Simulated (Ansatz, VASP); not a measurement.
SnO in VASP and in Ansatz

```
CELL_PARAMETERS angstrom
3.81370 0.00000 0.00000
0.00000 3.81370 0.00000
0.00000 0.00000 4.88691
ATOMIC_POSITIONS crystal
Sn 0.50000 0.00000 0.76463
Sn 0.00000 0.50000 0.23537
O 0.00000 0.00000 0.00000
O 0.50000 0.50000 0.00000
```

Alike in both runs: functional PBE; k mesh 4 × 4 × 3; occupations fermi-dirac, width 0.05 eV; no spin polarisation.

|  | VASP | Ansatz |
| --- | --- | --- |
| version | VASP 6.6.1 | Ansatz 0.2.0 |
| potentials or method | VASP PAW PBE potentials, release 64 (Sn_d, O_h) | Ansatz PAW |
| plane-wave cutoff (eV) | 1340 | 420 |
| valence electrons in the cell | 40 | 40 |
| task | single point | band structure |

VASP gave:

| Quantity | Value |
| --- | --- |
| gap on the k mesh at the Fermi level (eV) | 0.17 |
| least direct gap on the mesh (eV) | 2.03 |
| pressure (GPa) | 3.8 |
| traceless stress, the component that is largest in VASP (GPa) | -0.55 |
| rms of the force components (eV/Å) | 0.196 |

Question: Estimate Ansatz's values.

Answer: gap on the k mesh at the Fermi level (eV): 0.15; least direct gap on the mesh (eV): 2.04; pressure (GPa): 3.6; traceless stress, the component that is largest in VASP (GPa): -0.57; rms of the force components (eV/Å): 0.166.

Atom by atom the forces differ by 0.030 eV/Å (rms over components).

The k mesh is coarse, so the values compare programs but aren't converged.
